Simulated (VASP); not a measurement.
Runs of VASP 6.6.1 on MgIn2N2. The structure is that of space group R-3m (No. 166), or close to it. The cells are those of the table. 

```csv
cell,gap on the mesh (eV),pressure (GPa),largest force (eV/Å)
"a = 7.886 Å, angles 24.1°, 5 atoms",0.26,-2.3,0.58
"a = 7.810 Å, angles 24.1°, 5 atoms",0.47,(c),0.08
"a = 7.809 Å, angles 24.1°, 5 atoms",0.47,-0.2,0.05
"a = 7.991 Å, angles 24.1°, 5 atoms",0.13,(d),(a)
"a = 7.868 Å, angles 24.1°, 5 atoms",0.30,-1.8,(b)
```

Alike in all rows: task single point; level LDA; potentials or basis VASP PAW LDA potentials, release 64 (Mg, In_d, N); no spin polarisation; k mesh 6 × 6 × 6; cutoff (eV) 520; smearing gaussian 0.01 eV.

Task: Fill in the values left out.

Result: (a) 0.16; (b) 0.49; (c) -0.3; (d) -7.5.

Caveats: spin-orbit coupling is left out, which moves the levels of the heavy elements.

A k mesh can miss the band edges, and the runs leave out spin-orbit coupling on In.
